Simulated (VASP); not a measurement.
# TiC (I4mm) in VASP: single point with PBEsol

Aim: the single point of TiC with PBEsol.

Everything below comes from runs of VASP 6.6.1. Logs are shortened: lines on timing, memory, paths and dates and some standing lists are left out, and cuts for length are marked.

## 1. The cell of the first run

It takes space group I4mm (No. 107, tetragonal). Conventional cell: a = 3.036 Å, b = 3.036 Å, c = 4.293 Å, α = 90.00°, β = 90.00°, γ = 90.00°. Within 2.8 Å of Ti (site symmetry 4mm) lie 6 C at 2.08 to 2.21 Å. Within 2.8 Å of C (site symmetry 4mm) lie 6 Ti at 2.08 to 2.21 Å.

## 2. Single point, PBEsol (all C atoms moved +0.062 Å, as atom 2 along Cartesian [0 0 1])

The input, INCAR:

```
SYSTEM = TiC
PREC     = Accurate       ! precision mode
ENCUT    = 520            ! plane-wave cutoff, eV
EDIFF    = 1E-6           ! SCF threshold, eV
ISMEAR   = 0              ! smearing method
SIGMA    = 0.15           ! smearing width, eV
LREAL    = .FALSE.        ! projectors in reciprocal space
LASPH    = .TRUE.         ! aspherical terms in the spheres
NELM     = 80             ! most SCF steps
ALGO     = Normal         ! electronic algorithm
ISIF     = 2              ! what is computed and relaxed
LWAVE    = .FALSE.        ! write WAVECAR
LCHARG   = .FALSE.        ! write CHGCAR
GGA      = PS             ! functional
NBANDS   = 15             ! bands
```

The input, KPOINTS:

```
regular mesh
0
G
  24 24 24
  0 0 0
```

The input, POSCAR:

```
TiC
1.0
    0.0000000000      2.1466854677      2.1466854677
    2.1466854677      0.0000000000      2.1466854677
    2.1466854677      2.1466854677      0.0000000000
Ti C
1 1
Direct
    0.0000000000      0.0000000000      0.0000000000
    0.5145573259      0.5145573259      0.4854426741
```

Potentials or basis: VASP PAW PBE potentials, release 64 (Ti_sv, C).

Command:

```bash
$ cat potpaw_PBE.64/Ti_sv/POTCAR potpaw_PBE.64/C/POTCAR > POTCAR
$ mpirun -np 1 vasp_std > vasp.out
```

OUTCAR:

```text
SYSTEM = TiC
   PREC = Accurate
   ENCUT = 520
   EDIFF = 1E-6
   ISMEAR = 0
   LREAL = .FALSE.
   LASPH = .TRUE.
   NELM = 80
   ISIF = 2
   GGA = PS

 ion  position               nearest neighbor table
   1  0.000  0.000  0.000-   2 2.08   2 2.15   2 2.15   2 2.15   2 2.15   2 2.21
   2  0.515  0.515  0.485-   1 2.08   1 2.15   1 2.15   1 2.15   1 2.15   1 2.21

  LATTYP: Found a face centered cubic cell.
 ALAT       =     4.2933709354

  Lattice vectors:

 A1 = (   0.0000000000,   2.1466854677,   2.1466854677)
 A2 = (   2.1466854677,   0.0000000000,   2.1466854677)
 A3 = (   2.1466854677,   2.1466854677,   0.0000000000)

Analysis of symmetry for initial positions (statically):
=====================================================================
 Subroutine PRICEL returns:
 Original cell was already a primitive cell.

 Routine SETGRP: Setting up the symmetry group for a
 face centered cubic supercell.

 Subroutine GETGRP returns: Found  8 space group operations
 (whereof  8 operations were pure point group operations)
 out of a pool of 48 trial point group operations.

The static configuration has the point symmetry C_4v.

Analysis of symmetry for dynamics (positions and initial velocities):
=====================================================================
 Subroutine PRICEL returns:
 Original cell was already a primitive cell.

 Routine SETGRP: Setting up the symmetry group for a
 face centered cubic supercell.

 Subroutine GETGRP returns: Found  8 space group operations
 (whereof  8 operations were pure point group operations)
 out of a pool of 48 trial point group operations.

The dynamic configuration has the point symmetry C_4v.

 Subroutine INISYM returns: Found  8 space group operations
 (whereof  8 operations are pure point group operations),
 and found     1 'primitive' translations

----------------------------------------------------------------------------------------

                                     Primitive cell

  volume of cell :      19.7850

  direct lattice vectors                    reciprocal lattice vectors
     0.000000000  2.146685468  2.146685468    -0.232917215  0.232917215  0.232917215
     2.146685468  0.000000000  2.146685468     0.232917215 -0.232917215  0.232917215
     2.146685468  2.146685468  0.000000000     0.232917215  0.232917215 -0.232917215

  length of vectors
     3.035871703  3.035871703  3.035871703     0.403424450  0.403424450  0.403424450

  position of ions in fractional coordinates (direct lattice)
     0.000000000  0.000000000  0.000000000
     0.514557326  0.514557326  0.485442674

  ion indices of the primitive-cell ions
   primitive index   ion index
                 1           1
                 2           2

----------------------------------------------------------------------------------------

 KPOINTS: regular mesh

Automatic generation of k-mesh.
 Grid dimensions read from file:
 generate k-points for:   24   24   24

 Generating k-lattice:

  Cartesian coordinates                     Fractional coordinates (reciprocal lattice)
    -0.009704884  0.009704884  0.009704884     0.041666667  0.000000000  0.000000000
     0.009704884 -0.009704884  0.009704884     0.000000000  0.041666667  0.000000000
     0.009704884  0.009704884 -0.009704884     0.000000000  0.000000000  0.041666667

  Length of vectors
     0.016809352  0.016809352  0.016809352

  Shift w.r.t. Gamma in fractional coordinates (k-lattice)
     0.000000000  0.000000000  0.000000000

 Subroutine IBZKPT returns following result:
 ===========================================

 Found   1063 irreducible k-points:

 Following reciprocal coordinates:
            Coordinates               Weight
  0.000000  0.000000  0.000000      1.000000
  0.041667  0.000000  0.000000      8.000000
  0.083333  0.000000  0.000000      8.000000
  0.125000  0.000000  0.000000      8.000000
  0.166667  0.000000  0.000000      8.000000
  0.208333  0.000000  0.000000      8.000000
[... 16 lines left out ...]
  0.000000  0.208333  0.041667     16.000000
  0.250000  0.041667  0.000000      8.000000
 [... further k-points ...]
   k-points           NKPTS =   1063   k-points in BZ     NKDIM =   1063   number of bands    NBANDS=     15
   number of dos      NEDOS =    301   number of ions     NIONS =      2
   total plane-waves  NPLWV =  13824
   dimension x,y,z NGX =    24 NGY =   24 NGZ =   24
   dimension x,y,z NGXF=    48 NGYF=   48 NGZF=   48
   ions per type =               1   1
   NGX,Y,Z   is equivalent  to a cutoff of  13.14, 13.14, 13.14 a.u.
   NGXF,Y,Z  is equivalent  to a cutoff of  26.29, 26.29, 26.29 a.u.
 SYSTEM =  TiC
   PREC   = accura    normal or accurate (medium, high low for compatibility)
   ISTART =      0    job   : 0-new  1-cont  2-samecut
   ICHARG =      2    charge: 1-file 2-atom 10-const
   ISPIN  =      1    spin polarized calculation?
   LNONCOLLINEAR =      F non collinear calculations
   LSORBIT =      F    spin-orbit coupling
   LASPH  =      T    aspherical Exc in radial PAW
   ENCUT  =  520.0 eV  38.22 Ry    6.18 a.u.   5.64  5.64  5.64*2*pi/ulx,y,z
   NELM   =     80;   NELMIN=  2; NELMDL= -5     # of ELM steps
   EDIFF  = 0.1E-05   stopping-criterion for ELM
   LREAL  =      F    real-space projection
   EDIFFG = 0.1E-04   stopping-criterion for IOM
   NSW    =      0    number of steps for IOM
   IBRION =     -1    ionic relax: 0-MD 1-quasi-New 2-CG
   NFREE  =      0    steps in history (QN), initial steepest desc. (CG)
   ISIF   =      2    stress and relaxation
   ISYM   =      2    0-nonsym 1-usesym 2-fastsym
   POTIM  = 0.5000    time-step for ionic-motion
   TEBEG  =    0.0;   TEEND  =   0.0 temperature during run
   PSTRESS=    0.0 pullay stress
   NELECT =      16.0000    total number of electrons
   NUPDOWN=      -1.0000    fix difference up-down
   EMIN   =  10.00;   EMAX   =-10.00  energy-range for DOS
   EFERMI =   0.00;   METHOD = LEGACY
   ISMEAR =     0;   SIGMA  =   0.15  broadening in eV -4-tet -1-fermi 0-gaus
   EFERMI_NEDOS =   21; number of points for ismear=-14 and -15
   IALGO  =     38    algorithm
   IMIX   =      4    mixing-type and parameters
     AMIX     =   0.40;   BMIX     =  1.00
     AMIX_MAG =   1.60;   BMIX_MAG =  1.00
  volume/ion in A,a.u.               =       9.89        66.76
  Fermi-wavevector in a.u.,A,eV,Ry     =   1.525234  2.882274 31.651750  2.326338
  Thomas-Fermi vector in A             =   2.633432
   LORBIT       =      0    0 simple, 1 ext, 2 COOP (PROOUT), +10 PAW based schemes
   GGA     = PS    functional components
   LHFCALC =     F    Hartree Fock is set to
   AEXX    =    0.0000 exact exchange contribution
   IVDW    =     0    specifies the selected vdW correction
   LEPSILON=     F    determine dielectric tensor
   LRPA    =     F    only Hartree local field effects (RPA)
 non-spin polarized calculation
 Gauss-broadening in eV      SIGMA  =   0.15
  energy-cutoff  :      520.00
  volume of cell :       19.78
 maximum number of plane-waves:       547
   NGX = 11   NGY = 11   NGZ = 11

 number of electron      16.0000003 magnetization

 Free energy of the ion-electron system (eV)
  ---------------------------------------------------
  ext. energy  EPLUGINS =         0.00000000
  ---------------------------------------------------
  free energy    TOTEN  =       -19.78376676 eV

  energy without entropy =      -19.78056713  energy(sigma->0) =      -19.78216694

 E-fermi :   9.6277     XC(G=0): -12.9961

 val. band max:        9.6270472685   @ k =   0.2917   0.2500   0.0417
 cond. band min:       9.6287114916   @ k =   0.1250   0.0833   0.0417
 fundamental gap:      0.0016642232
 Fermi energy:         9.6277474247

 k-point     1 :       0.0000    0.0000    0.0000
  band No.  band energies     occupation
      1     -46.6374      2.00000
      2     -22.7504      2.00000
      3     -22.7504      2.00000
      4     -22.7492      2.00000
      5      -2.8720      2.00000
      6      10.1561      0.00000
      7      10.1561      0.00000
      8      10.2872      0.00000
      9      10.8253      0.00000
     10      11.3980      0.00000
     11      11.4963      0.00000
     12      11.4963      0.00000
     13      11.9601      0.00000
     14      20.4661      0.00000
     15      23.6305      0.00000

 k-point     2 :       0.0417    0.0000    0.0000
  band No.  band energies     occupation
      1     -46.6360      2.00000
      2     -22.7601      2.00000
      3     -22.7514      2.00000
      4     -22.7504      2.00000
      5      -2.8309      2.00000
      6       9.9179      0.00622
      7      10.0897      0.00001
      8      10.2525      0.00000
      9      10.6896      0.00000
     10      10.9104      0.00000
     11      11.5088      0.00000
     12      12.1106      0.00000
     13      12.3232      0.00000
     14      20.5381      0.00000
     15      23.6585      0.00000

 k-point     3 :       0.0833    0.0000    0.0000
  band No.  band energies     occupation
      1     -46.6318      2.00000
      2     -22.7891      2.00000
      3     -22.7541      2.00000
      4     -22.7532      2.00000
      5      -2.7088      2.00000
      6       9.4218      1.94778
      7       9.7752      0.16439
      8       9.9276      0.00470
      9      10.6039      0.00000
     10      10.6956      0.00000
     11      11.6994      0.00000
     12      12.8182      0.00000
     13      12.9522      0.00000
     14      20.7359      0.00000
     15      23.7204      0.00000
[... 343 lines left out ...]
 k-point    23 :       0.0000    0.2083    0.0417
  band No.  band energies     occupation
      1     -46.6087      2.00000
      2     -22.9413      2.00000
      3     -22.7763      2.00000
      4     -22.7661      2.00000
      5      -1.9915      2.00000
      6       7.6385      2.00000
      7       8.3301      2.00000
      8       8.6145      2.00000
      9      10.8602      0.00000
     10      11.2652      0.00000
     11      12.3306      0.00000
     12      14.4412      0.00000
     13      15.1382      0.00000
     14      21.3500      0.00000
     15      23.8588      0.00000

 k-point    24 :       0.2500    0.0417    0.0000
  band No.  band energies     occupation
      1     -46.5980      2.00000
      2     -23.0123      2.00000
      3     -22.7842      2.00000
      4     -22.7722      2.00000
      5      -1.6212      2.00000
      6       6.9694      2.00000
      7       7.9070      2.00000
      8       8.1208      2.00000
      9      11.1132      0.00000
     10      11.5193      0.00000
     11      12.5499      0.00000
     12      15.0789      0.00000
     13      15.8395      0.00000
     14      21.1649      0.00000
     15      24.0842      0.00000

 [... further k-points ...]

------------------------ aborting loop because EDIFF is reached ----------------------------------------

  FORCE on cell =-STRESS in cart. coord.  units (eV):
  Direction    XX          YY          ZZ          XY          YZ          ZX
  --------------------------------------------------------------------------------------
  -------------------------------------------------------------------------------------
  Total        0.0432603      0.0432603      0.1920581      0.0000000      0.0000000     -0.0000000
  in kB        3.5032033      3.5032033     15.5527818      0.0000000      0.0000000     -0.0000000
  external PRESSURE =       7.5197294 kB  Pullay stress =       0.0000000 kB

 VOLUME and BASIS-vectors are now :
 -----------------------------------------------------------------------------
  energy-cutoff  :      520.00
  volume of cell :       19.78
      direct lattice vectors                 reciprocal lattice vectors
     0.000000000  2.146685468  2.146685468    -0.232917215  0.232917215  0.232917215
     2.146685468  0.000000000  2.146685468     0.232917215 -0.232917215  0.232917215
     2.146685468  2.146685468  0.000000000     0.232917215  0.232917215 -0.232917215

 POSITION                                       TOTAL-FORCE (eV/Angst)
 -----------------------------------------------------------------------------------
      0.00000      0.00000      0.00000         0.000000      0.000000      0.636378
      2.14669      2.14669      2.20919         0.000000      0.000000     -0.636378
 -----------------------------------------------------------------------------------
    total drift:                                0.000000      0.000000      0.000037

  FREE ENERGIE OF THE ION-ELECTRON SYSTEM (eV)
  ---------------------------------------------------
  free  energy   TOTEN  =       -19.7837667558 eV

  energy  without entropy=      -19.7805671273  energy(sigma->0) =      -19.78216694
```

Wall time 2.7 min (1 thread of Intel Xeon Platinum 8259CL at 2.50GHz (Skylake/Cascade Lake), shared host); peak memory 0.41 GiB.

Results:

| Item | Value |
| --- | --- |
| Free energy | -19.7838 eV |
| Pressure | 0.8 GPa |
| Largest force | 0.636 eV/Å |
| Band gap on the k mesh | zero (bands 8 and 9 overlap by 1.10 eV) |

Forces on the atoms (eV/Å):
```
Ti   0.000  0.000  0.636
C    0.000  0.000 -0.636
```

Caveat: the cell differs from its parent crystal (all C atoms moved +0.062 Å, as atom 2 along Cartesian [0 0 1]); the PAW data sets were made with another functional, which shifts forces and pressure a little.
